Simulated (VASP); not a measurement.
# Cd (Fd-3m) in VASP: further runs

Runs on Cd. Level: PBE. Tasks: relaxation of cell and atoms.

Program: VASP 6.6.1. These are calculated values, not measurements. Logs are shortened: lines on timing, memory, paths and dates and some standing lists are left out, and cuts for length are marked.

## Step 1: The cell of the first run

Symmetry: Fd-3m, No. 227, cubic system. The conventional cell has a = 6.136 Å, b = 6.136 Å, c = 6.136 Å, α = 90.00°, β = 90.00°, γ = 90.00°. Cd (site symmetry -43m) has 4 Cd at 2.66 Å within 3.5 Å.

This isn't the form of Cd at room conditions, which is hcp.

## Step 2: Relaxation of cell and atoms, PBE

The input, INCAR:

```
PREC = Accurate
ENCUT = 600
EDIFF = 1E-6
ISMEAR = -1
SIGMA = 0.05
LREAL = F
LASPH = T
NELM = 100
ALGO = Normal
ISIF = 3
LWAVE = F
LCHARG = F
GGA = PE
IBRION = 2
NSW = 60
EDIFFG = -0.005
```

The input, KPOINTS:

```
Automatic mesh
0
Gamma
  12 12 12
```

The input, POSCAR:

```
Cd
1.0
    0.0000000000      3.0681618156      3.0681618156
    3.0681618156      0.0000000000      3.0681618156
    3.0681618156      3.0681618156      0.0000000000
Cd
2
Direct
   -0.1250000000     -0.1250000000     -0.1250000000
    0.1250000000      0.1250000000      0.1250000000
```

Potentials or basis: VASP PAW PBE potentials, release 64 (Cd).

Launch:

```
> cat potpaw_PBE.64/Cd/POTCAR > POTCAR
> mpirun -np 1 vasp_std > vasp.out
```

OUTCAR:

```text
PREC = Accurate
   ENCUT = 600
   EDIFF = 1E-6
   ISMEAR = -1
   LREAL = F
   LASPH = T
   NELM = 100
   ISIF = 3
   GGA = PE
   IBRION = 2
   NSW = 60
   EDIFFG = -0.005

 ion  position               nearest neighbor table
   1  0.875  0.875  0.875-   2 2.66   2 2.66   2 2.66   2 2.66
   2  0.125  0.125  0.125-   1 2.66   1 2.66   1 2.66   1 2.66

  LATTYP: Found a face centered cubic cell.
 ALAT       =     6.1363236312

  Lattice vectors:

 A1 = (   0.0000000000,   3.0681618156,   3.0681618156)
 A2 = (   3.0681618156,   0.0000000000,   3.0681618156)
 A3 = (   3.0681618156,   3.0681618156,   0.0000000000)

Analysis of symmetry for initial positions (statically):
=====================================================================
 Subroutine PRICEL returns:
 Original cell was already a primitive cell.

 Routine SETGRP: Setting up the symmetry group for a
 face centered cubic supercell.

 Subroutine GETGRP returns: Found 48 space group operations
 (whereof 12 operations were pure point group operations)
 out of a pool of 48 trial point group operations.

The static configuration has the point symmetry D_3d.
 The point group associated with its full space group is O_h .

Analysis of symmetry for dynamics (positions and initial velocities):
=====================================================================
 Subroutine PRICEL returns:
 Original cell was already a primitive cell.

 Routine SETGRP: Setting up the symmetry group for a
 face centered cubic supercell.

 Subroutine GETGRP returns: Found 48 space group operations
 (whereof 12 operations were pure point group operations)
 out of a pool of 48 trial point group operations.

The dynamic configuration has the point symmetry D_3d.
 The point group associated with its full space group is O_h .

 Subroutine INISYM returns: Found 48 space group operations
 (whereof 12 operations are pure point group operations),
 and found     1 'primitive' translations

----------------------------------------------------------------------------------------

                                     Primitive cell

  volume of cell :      57.7650

  direct lattice vectors                    reciprocal lattice vectors
     0.000000000  3.068161816  3.068161816    -0.162964025  0.162964025  0.162964025
     3.068161816  0.000000000  3.068161816     0.162964025 -0.162964025  0.162964025
     3.068161816  3.068161816  0.000000000     0.162964025  0.162964025 -0.162964025

  length of vectors
     4.339036051  4.339036051  4.339036051     0.282261972  0.282261972  0.282261972

  position of ions in fractional coordinates (direct lattice)
     0.875000000  0.875000000  0.875000000
     0.125000000  0.125000000  0.125000000

  ion indices of the primitive-cell ions
   primitive index   ion index
                 1           1
                 2           2

----------------------------------------------------------------------------------------

 KPOINTS: Automatic mesh

Automatic generation of k-mesh.
 Grid dimensions read from file:
 generate k-points for:   12   12   12

 Generating k-lattice:

  Cartesian coordinates                     Fractional coordinates (reciprocal lattice)
    -0.013580335  0.013580335  0.013580335     0.083333333  0.000000000  0.000000000
     0.013580335 -0.013580335  0.013580335     0.000000000  0.083333333  0.000000000
     0.013580335  0.013580335 -0.013580335     0.000000000  0.000000000  0.083333333

  Length of vectors
     0.023521831  0.023521831  0.023521831

  Shift w.r.t. Gamma in fractional coordinates (k-lattice)
     0.000000000  0.000000000  0.000000000

 Subroutine IBZKPT returns following result:
 ===========================================

 Found     72 irreducible k-points:

 Following reciprocal coordinates:
            Coordinates               Weight
  0.000000  0.000000  0.000000      1.000000
  0.083333  0.000000  0.000000      8.000000
  0.166667  0.000000  0.000000      8.000000
  0.250000  0.000000  0.000000      8.000000
  0.333333  0.000000  0.000000      8.000000
  0.416667  0.000000  0.000000      8.000000
[... 16 lines left out ...]
  0.500000  0.166667  0.000000     24.000000
 -0.416667  0.166667  0.000000     24.000000
 [... further k-points ...]
   k-points           NKPTS =     72   k-points in BZ     NKDIM =     72   number of bands    NBANDS=     16
   number of dos      NEDOS =    301   number of ions     NIONS =      2
   total plane-waves  NPLWV =  46656
   dimension x,y,z NGX =    36 NGY =   36 NGZ =   36
   dimension x,y,z NGXF=    72 NGYF=   72 NGZF=   72
   ions per type =               2
   NGX,Y,Z   is equivalent  to a cutoff of  13.79, 13.79, 13.79 a.u.
   NGXF,Y,Z  is equivalent  to a cutoff of  27.59, 27.59, 27.59 a.u.
 SYSTEM =  unknown system
   PREC   = accura    normal or accurate (medium, high low for compatibility)
   ISTART =      0    job   : 0-new  1-cont  2-samecut
   ICHARG =      2    charge: 1-file 2-atom 10-const
   ISPIN  =      1    spin polarized calculation?
   LNONCOLLINEAR =      F non collinear calculations
   LSORBIT =      F    spin-orbit coupling
   LASPH  =      T    aspherical Exc in radial PAW
   ENCUT  =  600.0 eV  44.10 Ry    6.64 a.u.   8.67  8.67  8.67*2*pi/ulx,y,z
   NELM   =    100;   NELMIN=  2; NELMDL= -5     # of ELM steps
   EDIFF  = 0.1E-05   stopping-criterion for ELM
   LREAL  =      F    real-space projection
   EDIFFG = -.5E-02   stopping-criterion for IOM
   NSW    =     60    number of steps for IOM
   IBRION =      2    ionic relax: 0-MD 1-quasi-New 2-CG
   NFREE  =      1    steps in history (QN), initial steepest desc. (CG)
   ISIF   =      3    stress and relaxation
   ISYM   =      2    0-nonsym 1-usesym 2-fastsym
   POTIM  = 0.5000    time-step for ionic-motion
   TEBEG  =    0.0;   TEEND  =   0.0 temperature during run
   PSTRESS=    0.0 pullay stress
   NELECT =      24.0000    total number of electrons
   NUPDOWN=      -1.0000    fix difference up-down
   EMIN   =  10.00;   EMAX   =-10.00  energy-range for DOS
   EFERMI =   0.00;   METHOD = LEGACY
   ISMEAR =    -1;   SIGMA  =   0.05  broadening in eV -4-tet -1-fermi 0-gaus
   EFERMI_NEDOS =   21; number of points for ismear=-14 and -15
   IALGO  =     38    algorithm
   IMIX   =      4    mixing-type and parameters
     AMIX     =   0.40;   BMIX     =  1.00
     AMIX_MAG =   1.60;   BMIX_MAG =  1.00
  volume/ion in A,a.u.               =      28.88       194.91
  Fermi-wavevector in a.u.,A,eV,Ry     =   1.221585  2.308461 20.303561  1.492270
  Thomas-Fermi vector in A             =   2.356762
   LORBIT       =      0    0 simple, 1 ext, 2 COOP (PROOUT), +10 PAW based schemes
   GGA     = PE    functional components
   LHFCALC =     F    Hartree Fock is set to
   AEXX    =    0.0000 exact exchange contribution
   IVDW    =     0    specifies the selected vdW correction
   LEPSILON=     F    determine dielectric tensor
   LRPA    =     F    only Hartree local field effects (RPA)
 conjugate gradient relaxation of ions
 non-spin polarized calculation
  energy-cutoff  :      600.00
  volume of cell :       57.77
 maximum number of plane-waves:      1964
   NGX = 17   NGY = 17   NGZ = 17

--------------------------------------- Ionic step        1  -------------------------------------------

 number of electron      23.9999995 magnetization

 Free energy of the ion-electron system (eV)
  ---------------------------------------------------
  ext. energy  EPLUGINS =         0.00000000
  ---------------------------------------------------
  free energy    TOTEN  =        -0.48778291 eV

  energy without entropy =       -0.47704549  energy(sigma->0) =       -0.48241420

------------------------ aborting loop because EDIFF is reached ----------------------------------------

  FORCE on cell =-STRESS in cart. coord.  units (eV):
  Direction    XX          YY          ZZ          XY          YZ          ZX
  --------------------------------------------------------------------------------------
  -------------------------------------------------------------------------------------
  Total        3.1050909      3.1050909      3.1050909      0.0000000      0.0000000      0.0000000
  in kB       86.1231931     86.1231931     86.1231931      0.0000000      0.0000000      0.0000000
  external PRESSURE =      86.1231931 kB  Pullay stress =       0.0000000 kB

 VOLUME and BASIS-vectors are now :
 -----------------------------------------------------------------------------
  energy-cutoff  :      600.00
  volume of cell :       57.77
      direct lattice vectors                 reciprocal lattice vectors
     0.000000000  3.068161816  3.068161816    -0.162964025  0.162964025  0.162964025
     3.068161816  0.000000000  3.068161816     0.162964025 -0.162964025  0.162964025
     3.068161816  3.068161816  0.000000000     0.162964025  0.162964025 -0.162964025
[... 73 lines left out ...]
 POSITION                                       TOTAL-FORCE (eV/Angst)
 -----------------------------------------------------------------------------------
      5.83048      5.83048      5.83048         0.000000      0.000000      0.000000
      0.83293      0.83293      0.83293        -0.000000     -0.000000     -0.000000
 -----------------------------------------------------------------------------------
    total drift:                                0.000000      0.000000      0.000000

  FREE ENERGIE OF THE ION-ELECTRON SYSTEM (eV)
  ---------------------------------------------------
  free  energy   TOTEN  =        -0.8394853254 eV

  energy  without entropy=       -0.8295595615  energy(sigma->0) =       -0.83452244

--------------------------------------- Ionic step        4  -------------------------------------------

 number of electron      23.9999988 magnetization

 E-fermi :  -0.0251     XC(G=0):  -7.8920

 val. band max:       -0.0358172981   @ k =  -0.3333   0.3333   0.1667
 cond. band min:       0.0108393696   @ k =  -0.4167   0.3333   0.0833
 fundamental gap:      0.0466566676
 Fermi energy:        -0.0251052060

 k-point     1 :       0.0000    0.0000    0.0000
  band No.  band energies     occupation
      1      -9.1123      2.00000
      2      -9.1122      2.00000
      3      -9.1122      2.00000
      4      -9.0632      2.00000
      5      -9.0632      2.00000
      6      -8.4918      2.00000
[... 8 lines left out ...]
     15       4.2788      0.00000
     16       5.2126      0.00000
[... 459 lines left out ...]
 POSITION                                       TOTAL-FORCE (eV/Angst)
 -----------------------------------------------------------------------------------
      5.94857      5.94857      5.94857        -0.000000      0.000000      0.000000
      0.84980      0.84980      0.84980         0.000000     -0.000000     -0.000000
 -----------------------------------------------------------------------------------
    total drift:                                0.000000      0.000000      0.000000

  FREE ENERGIE OF THE ION-ELECTRON SYSTEM (eV)
  ---------------------------------------------------
  free  energy   TOTEN  =        -0.8358166799 eV

  energy  without entropy=       -0.8257333346  energy(sigma->0) =       -0.83077501

--------------------------------------- Ionic step        5  -------------------------------------------

 number of electron      23.9999991 magnetization

 Free energy of the ion-electron system (eV)
  ---------------------------------------------------
  ext. energy  EPLUGINS =         0.00000000
  ---------------------------------------------------
  free energy    TOTEN  =        -0.84118819 eV

  energy without entropy =       -0.83158463  energy(sigma->0) =       -0.83638641

 E-fermi :   0.0806     XC(G=0):  -8.0558

 val. band max:        0.0684425425   @ k =  -0.3333   0.3333   0.1667
 cond. band min:       0.1107622107   @ k =  -0.4167   0.3333   0.0833
 fundamental gap:      0.0423196682
 Fermi energy:         0.0805694885

 k-point     1 :       0.0000    0.0000    0.0000
  band No.  band energies     occupation
      1      -9.0411      2.00000
      2      -9.0411      2.00000
      3      -9.0411      2.00000
      4      -8.9899      2.00000
      5      -8.9899      2.00000
      6      -8.3735      2.00000
[... 8 lines left out ...]
     15       4.7245      0.00000
     16       5.4726      0.00000
[... 459 lines left out ...]
 POSITION                                       TOTAL-FORCE (eV/Angst)
 -----------------------------------------------------------------------------------
      5.87397      5.87397      5.87397         0.000000     -0.000000     -0.000000
      0.83914      0.83914      0.83914        -0.000000      0.000000      0.000000
 -----------------------------------------------------------------------------------
    total drift:                                0.000000      0.000000      0.000000

  FREE ENERGIE OF THE ION-ELECTRON SYSTEM (eV)
  ---------------------------------------------------
  free  energy   TOTEN  =        -0.8411881909 eV

  energy  without entropy=       -0.8315846313  energy(sigma->0) =       -0.83638641

 reached required accuracy - stopping structural energy minimisation
```

Wall time 3.5 min (1 thread of Intel Xeon Platinum 8488C (Sapphire Rapids), shared host); peak memory 0.25 GiB.

Results:

- Free energy: -0.8412 eV
- Relaxed volume: 37.82 Å³/atom
- Relaxed cell: a = 4.747 Å, b = 4.747 Å, c = 4.747 Å, α = 60.00°, β = 60.00°, γ = 60.00°
- Space group after relaxing (to 0.1 Å): Fd-3m (No. 227)
- Energy gained by relaxing: 176.7 meV/atom
- Ionic steps: 5
- Pressure after relaxing: 0.0 GPa
- Band gap on the k mesh: zero (bands 12 and 13 overlap by 4.57 eV)

Step by step:
```tsv
step	energy change (eV)	largest force (eV/Å)	pressure (GPa)	volume (Å³)
1	0.0000	0.0000	8.61	57.77
2	-0.3432	0.0000	0.89	71.74
3	-0.3517	0.0000	0.34	73.97
4	-0.3480	0.0000	-0.55	78.55
5	-0.3534	0.0000	-0.02	75.63
```

Final structure:
```
CELL_PARAMETERS angstrom
0.00000 3.35655 3.35655
3.35655 0.00000 3.35655
3.35655 3.35655 0.00000
ATOMIC_POSITIONS crystal
Cd 0.87500 0.87500 0.87500
Cd 0.12500 0.12500 0.12500
```

Caveat: the volume moved by over 15 % at a fixed basis, so the end points are rough.

## Step 3: Relaxation of cell and atoms, PBE

This run uses another cell than the first one, of 37.41 Å³/atom.

The input, INCAR:

```
  PREC = Accurate
  ENCUT = 600
  EDIFF = 1E-6
  ISMEAR = -1
  SIGMA = 0.05
  LREAL = F
  LASPH = T
  NELM = 100
  ALGO = Normal
  ISIF = 3
  LWAVE = F
  LCHARG = F
  GGA = PE
  IBRION = 2
  NSW = 45
  EDIFFG = -0.005
```

KPOINTS is that of step 2.

The input, POSCAR:

```
Cd
1.0
    0.0000000000      3.3444563493      3.3444563493
    3.3444563493      0.0000000000      3.3444563493
    3.3444563493      3.3444563493      0.0000000000
Cd
2
Direct
   -0.1250000000     -0.1250000000     -0.1250000000
    0.1250000000      0.1250000000      0.1250000000
```

Potentials or basis: VASP PAW PBE potentials, release 64 (Cd).

Launch:

```
> cat potpaw_PBE.64/Cd/POTCAR > POTCAR
> mpirun -np 1 vasp_std > vasp.out
```

Run time: 3.9 min. Hardware: 1 thread of Intel Xeon Platinum 8488C (Sapphire Rapids), shared host; peak memory 0.3 GiB.

Results (log left out):

| Property | Result |
| --- | --- |
| Free energy | -0.8447 eV |
| Relaxed volume | 37.62 Å³/atom |
| Relaxed cell | a = 4.739 Å, b = 4.739 Å, c = 4.739 Å, α = 60.00°, β = 60.00°, γ = 60.00° |
| Space group after relaxing (to 0.1 Å) | Fd-3m (No. 227) |
| Energy gained by relaxing | 0.1 meV/atom |
| Ionic steps | 5 |
| Pressure after relaxing | 0.0 GPa |
| Band gap on the k mesh | zero (bands 12 and 13 overlap by 4.59 eV) |

Step by step:
```tsv
step	energy change (eV)	largest force (eV/Å)	pressure (GPa)	volume (Å³)
1	0.0000	0.0000	0.10	74.82
2	-0.0001	0.0000	0.07	75.08
3	-0.0001	0.0000	-0.08	75.59
4	-0.0001	0.0000	-0.04	75.32
5	-0.0001	0.0000	-0.02	75.23
```

Final structure:
```cif
data_structure
_symmetry_space_group_name_H-M 'P 1'
_symmetry_Int_Tables_number 1
_cell_length_a 4.7385
_cell_length_b 4.7385
_cell_length_c 4.7385
_cell_angle_alpha 60.000
_cell_angle_beta 60.000
_cell_angle_gamma 60.000
_cell_volume 75.23
loop_
_atom_site_label
_atom_site_type_symbol
_atom_site_fract_x
_atom_site_fract_y
_atom_site_fract_z
_atom_site_occupancy
Cd1 Cd 0.87500 0.87500 0.87500 1
Cd2 Cd 0.12500 0.12500 0.12500 1
```

Levels at points of the mesh, in eV from the Fermi level:
```csv
k point,band 10,band 11,band 12,band 13,band 14,band 15
"(0.00, 0.00, 0.00)",-8.31,-6.29,4.20,4.20,4.20,4.69
"(0.50, 0.00, 0.00)",-8.28,-4.26,-2.45,2.67,2.67,4.10
"(0.50, 0.50, 0.00)",-8.23,-2.91,-2.91,0.95,0.95,3.63
```

The gap in the log of VASP goes by the Fermi energy; the results here count the filled bands.